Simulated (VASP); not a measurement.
A run of VASP 6.6.1:

The input INCAR:

```
PREC = Accurate
ENCUT = 500
EDIFF = 1E-6
ISMEAR = -1
SIGMA = 0.05
LREAL = False
LASPH = True
NELM = 120
ALGO = Normal
ISIF = 2
LWAVE = False
LCHARG = True
LELF = True
LVHAR = True
NBANDS = 16
GGA_COMPAT = False
```

The input KPOINTS:

```
regular mesh
0
Gamma
  4 4 4
```

The input POSCAR:

```
CdS
1.0
    0.0000000000      2.7532440000      2.7532440000
    2.7532440000      0.0000000000      2.7532440000
    2.7532440000      2.7532440000      0.0000000000
Cd S
1 1
Direct
    0.0000000000      0.0000000000      0.0000000000
    0.5000000000      0.5000000000      0.5000000000
```

Potentials or basis: VASP PAW LDA potentials, release 64 (Cd, S).

Command:

```sh
$ cat potpaw_LDA.64/Cd/POTCAR potpaw_LDA.64/S/POTCAR > POTCAR
$ mpirun -np 1 vasp_std > vasp.out
```

Hardware: 1 thread of Intel Xeon 8259CL (shared host).

Problem. How long does it take, and how much memory?

Solution. Run time: 12 s on 1 thread of Intel Xeon 8259CL, with other jobs on the host, peak memory 0.14 GiB. Counts: scf iterations 14, k points 8.
